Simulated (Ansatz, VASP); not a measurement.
Rb3ScP6: VASP beside Ansatz

The input INCAR:

```
PREC = Accurate
ENCUT = 520
EDIFF = 1E-7
ISMEAR = -1
SIGMA = 0.1
LREAL = F
LASPH = T
NELM = 100
ALGO = Normal
ISIF = 2
LWAVE = F
LCHARG = T
GGA = PS
LELF = T
LVHAR = T
NBANDS = 45
```

Contents of KPOINTS:

```
Automatic mesh
0
Gamma
  6 6 6
```

The input POSCAR:

```
Rb3ScP6
1.0
    0.0000000000      5.0000370000      5.0000370000
    5.0000370000      0.0000000000      5.0000370000
    5.0000370000      5.0000370000      0.0000000000
Rb P Sc
3 6 1
Direct
    0.2500000000      0.2500000000      0.2500000000
    0.7500000000      0.7500000000      0.7500000000
    0.5000000000      0.5000000000      0.5000000000
    0.2299000000      0.7701000000      0.7701000000
    0.7701000000      0.2299000000      0.7701000000
    0.7701000000      0.2299000000      0.2299000000
    0.2299000000      0.7701000000      0.2299000000
    0.7701000000      0.7701000000      0.2299000000
    0.2299000000      0.2299000000      0.7701000000
    0.0000000000      0.0000000000      0.0000000000
```

Input for Ansatz:

```yaml
crystal:
  lattice:
    - [0.0, 5.000037, 5.000037]
    - [5.000037, 0.0, 5.000037]
    - [5.000037, 5.000037, 0.0]
  atoms:
    - { symbol: Rb, position: [0.25, 0.25, 0.25] }
    - { symbol: Rb, position: [0.75, 0.75, 0.75] }
    - { symbol: Rb, position: [0.5, 0.5, 0.5] }
    - { symbol: P, position: [0.2299, 0.7701, 0.7701] }
    - { symbol: P, position: [0.7701, 0.2299, 0.7701] }
    - { symbol: P, position: [0.7701, 0.2299, 0.2299] }
    - { symbol: P, position: [0.2299, 0.7701, 0.2299] }
    - { symbol: P, position: [0.7701, 0.7701, 0.2299] }
    - { symbol: P, position: [0.2299, 0.2299, 0.7701] }
    - { symbol: Sc, position: [0.0, 0.0, 0.0] }
  symmetry: { tolerance: 0.0003 }
kpoints:
  mp_grid: { grid: [6, 6, 6], shift: [0, 0, 0] }
  band_path:
    path:
      - [0.0, 0.0, 0.0]
      - [0.5, 0.0, 0.5]
      - [0.625, 0.25, 0.625]
      - [0.375, 0.375, 0.75]
      - [0.0, 0.0, 0.0]
      - [0.5, 0.5, 0.5]
      - [0.5, 0.25, 0.75]
      - [0.5, 0.0, 0.5]
    npoints: 8
magnetization:
  spin_polarized: false
scf:
  occupations: { method: fermi_dirac }
  lower_state_search: "off"
  max_iter: 200
hamiltonian:
  pseudopotentials: { kind: paw }
  xc: pbesol
basis:
  ecutwfc: 420
  fft_grid_basis: typed
output:
  forces: true
  stress: true
  eigenvalues: true
  bader: true
  populations: true
  elf: true
  write_potential: true
  volumetric_format: npy
  dos:
    e_range: [-12, 8]
    de: 0.05
    projected: { site_lists: { P: [P], Rb: [Rb], Sc: [Sc] } }
checkpoint:
  read: saved_state
```

Alike in both runs: task single point; functional PBEsol; k mesh 6 × 6 × 6; no spin polarisation.

|  | VASP | Ansatz |
| --- | --- | --- |
| version | VASP 6.6.1 | Ansatz 0.2.0 |
| potentials or method | VASP PAW PBE potentials, release 64 (Rb_sv, P, Sc_sv), cutoff 520 eV | PAW plane waves |
| occupations | fermi-dirac, width 0.1 eV | fermi-dirac |
| valence electrons in the cell | 68 | 68 |

|  | VASP | Ansatz | Ansatz less VASP |
| --- | --- | --- | --- |
| pressure (GPa) | 7.9 | 7.7 | -0.15 |
| rms of the force components (eV/Å) | 0.071 | 0.071 | +0.0001 |

VASP's potentials were made for PBE, not for PBEsol. Atom by atom the forces differ by 0.000 eV/Å (rms over components).
